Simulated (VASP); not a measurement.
# FeO (R-3m) in VASP: single point with r2SCAN

Aim: the single point of FeO with r2SCAN.

All numbers are computed with VASP 6.6.1; they aren't measurements. Logs are shortened: lines on timing, memory, paths and dates and some standing lists are left out, and cuts for length are marked.

**1. The cell of the first run**

Symmetry: R-3m, No. 166, trigonal system. The conventional cell has a = 3.038 Å, b = 3.038 Å, c = 7.559 Å, α = 90.00°, β = 90.00°, γ = 120.00°. Fe (site symmetry -3m) has 6 O at 2.16 Å within 2.9 Å. O (site symmetry -3m) has 6 Fe at 2.16 Å within 2.9 Å.

**2. Single point, r2SCAN, collinear spin, ferromagnetic start**

File POSCAR:

```
FeO
1.0
    1.5188209023      0.8768916568      2.5195772846
   -1.5188209023      0.8768916568      2.5195772846
    0.0000000000     -1.7537833135      2.5195772846
Fe O
1 1
Direct
    0.0000000000      0.0000000000      0.0000000000
    0.5000000000      0.5000000000      0.5000000000
```

File INCAR.step1:

```
SYSTEM = FeO
  ALGO = Normal
  EDIFF = 1E-5
  ENCUT = 660
  GGA = PE
  GGA_COMPAT = .FALSE.
  ISMEAR = 0
  ISPIN = 2
  LASPH = .TRUE.
  LCHARG = .FALSE.
  LMAXMIX = 4
  LREAL = .FALSE.
  LWAVE = .TRUE.
  MAGMOM = 4 0
  NBANDS = 18
  NELM = 200
  PREC = Accurate
  SIGMA = 0.1
```

File INCAR.step2:

```
SYSTEM = FeO
  ALGO = Normal
  EDIFF = 1E-6
  ENCUT = 660
  GGA_COMPAT = .FALSE.
  ISIF = 2
  ISMEAR = 0
  ISPIN = 2
  ISTART = 1
  LASPH = .TRUE.
  LCHARG = .FALSE.
  LMAXMIX = 4
  LMIXTAU = .TRUE.
  LORBIT = 11
  LREAL = .FALSE.
  LWAVE = .FALSE.
  MAGMOM = 4 0
  METAGGA = R2SCAN
  NBANDS = 18
  NELM = 200
  PREC = Accurate
  SIGMA = 0.1
```

File KPOINTS:

```
k-points
0
G
  6 6 6
  0 0 0
```

Potentials or basis: VASP PAW PBE potentials, release 64 (Fe, O).

Command:

```bash
> cat potpaw_PBE.64/Fe/POTCAR potpaw_PBE.64/O/POTCAR > POTCAR
> cp INCAR.step1 INCAR
> mpirun -np 1 vasp_std > vasp.out
> cp INCAR.step2 INCAR
> mpirun -np 1 vasp_std > vasp.out
```

OUTCAR:

```text
SYSTEM = FeO
   EDIFF = 1E-6
   ENCUT = 660
   ISIF = 2
   ISMEAR = 0
   ISPIN = 2
   ISTART = 1
   LASPH = .TRUE.
   LORBIT = 11
   LREAL = .FALSE.
   METAGGA = R2SCAN
   NELM = 200
   PREC = Accurate

 ion  position               nearest neighbor table
   1  0.000  0.000  0.000-   2 2.16   2 2.16   2 2.16   2 2.16   2 2.16   2 2.16
   2  0.500  0.500  0.500-   1 2.16   1 2.16   1 2.16   1 2.16   1 2.16   1 2.16

  LATTYP: Found a trigonal (rhomboedric) cell.
 ALAT       =     3.0698575869
 COS(alpha) =     0.5104391626

  Lattice vectors:

 A1 = (   1.5188209023,   0.8768916568,   2.5195772846)
 A2 = (  -1.5188209023,   0.8768916568,   2.5195772846)
 A3 = (   0.0000000000,  -1.7537833135,   2.5195772846)

Analysis of symmetry for initial positions (statically):
=====================================================================
 Subroutine PRICEL returns:
 Original cell was already a primitive cell.

 Routine SETGRP: Setting up the symmetry group for a
 trigonal (rhombohedral) supercell.

 Subroutine GETGRP returns: Found 12 space group operations
 (whereof 12 operations were pure point group operations)
 out of a pool of 12 trial point group operations.

The static configuration has the point symmetry D_3d.

Analysis of symmetry for dynamics (positions and initial velocities):
=====================================================================
 Subroutine PRICEL returns:
 Original cell was already a primitive cell.

 Routine SETGRP: Setting up the symmetry group for a
 trigonal (rhombohedral) supercell.

 Subroutine GETGRP returns: Found 12 space group operations
 (whereof 12 operations were pure point group operations)
 out of a pool of 12 trial point group operations.

The dynamic configuration has the point symmetry D_3d.

Analysis of structural, dynamic, and magnetic symmetry:
=====================================================================
 Subroutine PRICEL returns:
 Original cell was already a primitive cell.

 Routine SETGRP: Setting up the symmetry group for a
 trigonal (rhombohedral) supercell.

 Subroutine GETGRP returns: Found 12 space group operations
 (whereof 12 operations were pure point group operations)
 out of a pool of 12 trial point group operations.

The overall configuration has the point symmetry D_3d.

 Subroutine INISYM returns: Found 12 space group operations
 (whereof 12 operations are pure point group operations),
 and found     1 'primitive' translations

----------------------------------------------------------------------------------------

                                     Primitive cell

  volume of cell :      20.1341

  direct lattice vectors                    reciprocal lattice vectors
     1.518820902  0.876891657  2.519577285     0.329202738  0.190065290  0.132297324
    -1.518820902  0.876891657  2.519577285    -0.329202738  0.190065290  0.132297324
     0.000000000 -1.753783314  2.519577285     0.000000000 -0.380130579  0.132297324

  length of vectors
     3.069857587  3.069857587  3.069857587     0.402494521  0.402494521  0.402494521

  position of ions in fractional coordinates (direct lattice)
     0.000000000  0.000000000  0.000000000
     0.500000000  0.500000000  0.500000000

  ion indices of the primitive-cell ions
   primitive index   ion index
                 1           1
                 2           2

----------------------------------------------------------------------------------------

 KPOINTS: k-points

Automatic generation of k-mesh.
 Grid dimensions read from file:
 generate k-points for:    6    6    6

 Generating k-lattice:

  Cartesian coordinates                     Fractional coordinates (reciprocal lattice)
     0.054867123  0.031677548  0.022049554     0.166666667  0.000000000  0.000000000
    -0.054867123  0.031677548  0.022049554     0.000000000  0.166666667  0.000000000
     0.000000000 -0.063355097  0.022049554     0.000000000  0.000000000  0.166666667

  Length of vectors
     0.067082420  0.067082420  0.067082420

  Shift w.r.t. Gamma in fractional coordinates (k-lattice)
     0.000000000  0.000000000  0.000000000

 Subroutine IBZKPT returns following result:
 ===========================================

 Found     32 irreducible k-points:

 Following reciprocal coordinates:
            Coordinates               Weight
  0.000000  0.000000  0.000000      1.000000
  0.166667  0.000000  0.000000      6.000000
  0.333333  0.000000  0.000000      6.000000
  0.500000  0.000000  0.000000      3.000000
  0.166667  0.166667  0.000000      6.000000
  0.333333  0.166667  0.000000     12.000000
[... 16 lines left out ...]
  0.500000  0.500000  0.166667      6.000000
 -0.333333  0.500000  0.166667     12.000000
 [... further k-points ...]
   k-points           NKPTS =     32   k-points in BZ     NKDIM =     32   number of bands    NBANDS=     18
   number of dos      NEDOS =    301   number of ions     NIONS =      2
   total plane-waves  NPLWV =  21952
   dimension x,y,z NGX =    28 NGY =   28 NGZ =   28
   dimension x,y,z NGXF=    56 NGYF=   56 NGZF=   56
   ions per type =               1   1
   NGX,Y,Z   is equivalent  to a cutoff of  15.16, 15.16, 15.16 a.u.
   NGXF,Y,Z  is equivalent  to a cutoff of  30.33, 30.33, 30.33 a.u.
 SYSTEM =  FeO
   PREC   = accura    normal or accurate (medium, high low for compatibility)
   ISTART =      1    job   : 0-new  1-cont  2-samecut
   ICHARG =      0    charge: 1-file 2-atom 10-const
   ISPIN  =      2    spin polarized calculation?
   LNONCOLLINEAR =      F non collinear calculations
   LSORBIT =      F    spin-orbit coupling
   LASPH  =      T    aspherical Exc in radial PAW
   ENCUT  =  660.0 eV  48.51 Ry    6.96 a.u.   6.43  6.43  6.43*2*pi/ulx,y,z
   NELM   =    200;   NELMIN=  2; NELMDL=  0     # of ELM steps
   EDIFF  = 0.1E-05   stopping-criterion for ELM
   LREAL  =      F    real-space projection
   EDIFFG = 0.1E-04   stopping-criterion for IOM
   NSW    =      0    number of steps for IOM
   IBRION =     -1    ionic relax: 0-MD 1-quasi-New 2-CG
   NFREE  =      0    steps in history (QN), initial steepest desc. (CG)
   ISIF   =      2    stress and relaxation
   ISYM   =      2    0-nonsym 1-usesym 2-fastsym
   POTIM  = 0.5000    time-step for ionic-motion
   TEBEG  =    0.0;   TEEND  =   0.0 temperature during run
   PSTRESS=    0.0 pullay stress
   NELECT =      14.0000    total number of electrons
   NUPDOWN=      -1.0000    fix difference up-down
   EMIN   =  10.00;   EMAX   =-10.00  energy-range for DOS
   EFERMI =   0.00;   METHOD = LEGACY
   ISMEAR =     0;   SIGMA  =   0.10  broadening in eV -4-tet -1-fermi 0-gaus
   EFERMI_NEDOS =   21; number of points for ismear=-14 and -15
   IALGO  =     38    algorithm
   IMIX   =      4    mixing-type and parameters
     AMIX     =   0.40;   BMIX     =  1.00
     AMIX_MAG =   1.60;   BMIX_MAG =  1.00
  volume/ion in A,a.u.               =      10.07        67.94
  Fermi-wavevector in a.u.,A,eV,Ry     =   1.450353  2.740770 28.620176  2.103524
  Thomas-Fermi vector in A             =   2.567975
   LORBIT       =     11    0 simple, 1 ext, 2 COOP (PROOUT), +10 PAW based schemes
   METAGGA = R2SCAN    functional components
   LHFCALC =     F    Hartree Fock is set to
   AEXX    =    0.0000 exact exchange contribution
   IVDW    =     0    specifies the selected vdW correction
   LEPSILON=     F    determine dielectric tensor
   LRPA    =     F    only Hartree local field effects (RPA)
 spin polarized calculation
 Gauss-broadening in eV      SIGMA  =   0.10
  energy-cutoff  :      660.00
  volume of cell :       20.13
 maximum number of plane-waves:       785
 NGX is ok and might be reduce to    28
   NGX = 13   NGY = 13   NGZ = 13

 number of electron      14.0000000 magnetization       4.0076833

 Free energy of the ion-electron system (eV)
  ---------------------------------------------------
  ext. energy  EPLUGINS =         0.00000000
  ---------------------------------------------------
  free energy    TOTEN  =       -22.80663302 eV

  energy without entropy =      -22.79810763  energy(sigma->0) =      -22.80237033

 E-fermi :   6.5036     XC(G=0): -12.7431

 val. band max:        6.4969707040   @ k =  -0.1667   0.5000   0.1667
 cond. band min:       6.5428571583   @ k =  -0.3333   0.5000   0.3333
 fundamental gap:      0.0458864543
 Fermi energy:         6.5036302214

 spin component 1

 k-point     1 :       0.0000    0.0000    0.0000
  band No.  band energies     occupation
      1     -15.7686      1.00000
      2       1.5786      1.00000
      3       1.6121      1.00000
      4       1.6121      1.00000
      5       1.6847      1.00000
      6       1.6847      1.00000
[... 10 lines left out ...]
     17      27.5657      0.00000
     18      30.4502      0.00000
[... 463 lines left out ...]
 k-point    24 :      -0.3333    0.5000    0.1667
  band No.  band energies     occupation
      1     -14.6338      1.00000
      2      -1.2812      1.00000
      3      -0.6732      1.00000
      4      -0.5045      1.00000
      5       2.1251      1.00000
      6       2.3902      1.00000
[... 10 lines left out ...]
     17      35.9659      0.00000
     18      36.6054      0.00000

 [... further k-points ...]

 spin component 2

 k-point     1 :       0.0000    0.0000    0.0000
  band No.  band energies     occupation
      1     -15.2298      1.00000
      2       2.6053      1.00000
      3       2.7131      1.00000
      4       2.7131      1.00000
      5       5.6682      1.00000
      6       5.7795      1.00000
[... 10 lines left out ...]
     17      29.7012      0.00000
     18      31.8928      0.00000
[... 463 lines left out ...]
 k-point    24 :      -0.3333    0.5000    0.1667
  band No.  band energies     occupation
      1     -13.9787      1.00000
      2      -0.6569      1.00000
      3       0.4198      1.00000
      4       0.6578      1.00000
      5       5.6431      1.00000
      6       6.9452      0.00000
[... 10 lines left out ...]
     17      36.7827      0.00000
     18      37.3363      0.00000

 [... further k-points ...]

------------------------ aborting loop because EDIFF is reached ----------------------------------------

  FORCE on cell =-STRESS in cart. coord.  units (eV):
  Direction    XX          YY          ZZ          XY          YZ          ZX
  --------------------------------------------------------------------------------------
  -------------------------------------------------------------------------------------
  Total       -0.8298512     -0.8298512     -0.9910985      0.0000000     -0.0000000      0.0000000
  in kB      -66.0357869    -66.0357869    -78.8671134      0.0000000     -0.0000000      0.0000000
  external PRESSURE =     -70.3128958 kB  Pullay stress =       0.0000000 kB

 VOLUME and BASIS-vectors are now :
 -----------------------------------------------------------------------------
  energy-cutoff  :      660.00
  volume of cell :       20.13
      direct lattice vectors                 reciprocal lattice vectors
     1.518820902  0.876891657  2.519577285     0.329202738  0.190065290  0.132297324
    -1.518820902  0.876891657  2.519577285    -0.329202738  0.190065290  0.132297324
     0.000000000 -1.753783314  2.519577285     0.000000000 -0.380130579  0.132297324

 POSITION                                       TOTAL-FORCE (eV/Angst)
 -----------------------------------------------------------------------------------
      0.00000      0.00000      0.00000         0.000000      0.000000      0.000000
      0.00000      0.00000      3.77937        -0.000000     -0.000000     -0.000000
 -----------------------------------------------------------------------------------
    total drift:                                0.000000     -0.000000      0.000000

  FREE ENERGIE OF THE ION-ELECTRON SYSTEM (eV)
  ---------------------------------------------------
  free  energy   TOTEN  =       -22.8066330230 eV

  energy  without entropy=      -22.7981076347  energy(sigma->0) =      -22.80237033

 total charge

# of ion       s       p       d       tot
------------------------------------------
    1        0.279   0.357   6.058   6.693
    2        1.554   3.480   0.000   5.033
--------------------------------------------------
tot          1.832   3.836   6.058  11.727

 magnetization (x)

# of ion       s       p       d       tot
------------------------------------------
    1        0.030   0.017   3.643   3.690
    2        0.031   0.246   0.000   0.277
--------------------------------------------------
tot          0.061   0.263   3.643   3.967
```

Run time: 2.2 min. Hardware: 1 thread of Intel Xeon Platinum 8375C at 2.90GHz (Ice Lake), shared host; peak memory 0.2 GiB.

What came out:

| Item | Value |
| --- | --- |
| Free energy | -22.8066 eV |
| Pressure | -7.0 GPa |
| Band gap on the k mesh | zero (filled and empty bands overlap) |
| Net moment | 4.01 μB per cell |
| Site moments | Fe +3.69; O +0.28 μB |
| Valence electrons inside the program's atomic spheres | Fe 6.69; O 5.03 |

Levels at points of the mesh, in eV from the Fermi level:
Spin up:
| k point | band 7 | band 8 | band 9 | band 10 | band 11 | band 12 |
| --- | --- | --- | --- | --- | --- | --- |
| (0.00, 0.00, 0.00) | -4.55 | -4.45 | -4.45 | -0.07 | 15.65 | 16.77 |
| (0.50, 0.00, 0.00) | -3.50 | -1.28 | -1.25 | 4.05 | 8.58 | 12.53 |
| (0.50, 0.50, 0.00) | -3.99 | -3.91 | -3.90 | 5.23 | 8.90 | 10.60 |
| (0.50, 0.50, 0.50) | -3.54 | -1.29 | -1.29 | 4.18 | 8.34 | 12.93 |
Spin down:
```tsv
k point	band 1	band 2	band 3	band 4	band 5	band 6	band 7	band 8	band 9	band 10
(0.00, 0.00, 0.00)	-21.73	-3.90	-3.79	-3.79	-0.84	-0.72	-0.72	0.57	0.57	1.03
(0.50, 0.00, 0.00)	-20.56	-8.58	-5.73	-5.62	0.36	0.45	0.61	3.14	3.17	4.70
(0.50, 0.50, 0.00)	-20.56	-7.53	-5.10	-4.98	-2.16	0.74	0.75	1.14	1.54	6.97
(0.50, 0.50, 0.50)	-20.61	-8.64	-5.58	-5.58	0.39	0.39	0.54	3.12	3.12	4.83
```

Caveat: the k points lie up to 0.42 Å⁻¹ apart, too coarse for converged energies and pressures of a metal; the PAW data sets were made with another functional, which shifts forces and pressure a little; a cell with one magnetic atom can't hold antiferromagnetic order, which such compounds often take; semilocal functionals often make such compounds metallic where correlation or magnetic order opens a gap, which also shifts bond lengths.

The gap in the log of VASP goes by the Fermi energy; the results here count the filled bands.